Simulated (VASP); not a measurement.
Here is a VASP 6.6.1 calculation.

The input INCAR:

```
SYSTEM = As
PREC = Accurate
ENCUT = 520
EDIFF = 1E-6
ISMEAR = -1
SIGMA = 0.05
LREAL = .FALSE.
LASPH = .TRUE.
NELM = 80
ALGO = Normal
ISIF = 2
LWAVE = .FALSE.
LCHARG = .FALSE.
GGA = PE
NBANDS = 12
```

Contents of KPOINTS:

```
regular mesh
0
G
  16 16 9
  0 0 0
```

File POSCAR:

```
As
1.0
    3.0632956369      0.0000000000      0.0000000000
   -1.5316478184      2.6528918408      0.0000000000
    0.0000000000      0.0000000000      4.7467317727
As
2
Direct
    0.3333333333      0.6666666667      0.2500000000
    0.6666666667      0.3333333333      0.7500000000
```

Potentials or basis: VASP PAW PBE potentials, release 64 (As).

The run is started by

```bash
$ cat potpaw_PBE.64/As/POTCAR > POTCAR
$ mpirun -np 1 vasp_std > vasp.out
```

Predict the pressure.

-0.2 GPa.

Estimate the band gap on the k mesh.

zero (bands 5 and 6 overlap by 7.20 eV).

Stress tensor (GPa, compression positive):
```
-0.31  0.00  0.00
 0.00 -0.31  0.00
 0.00  0.00  0.08
```
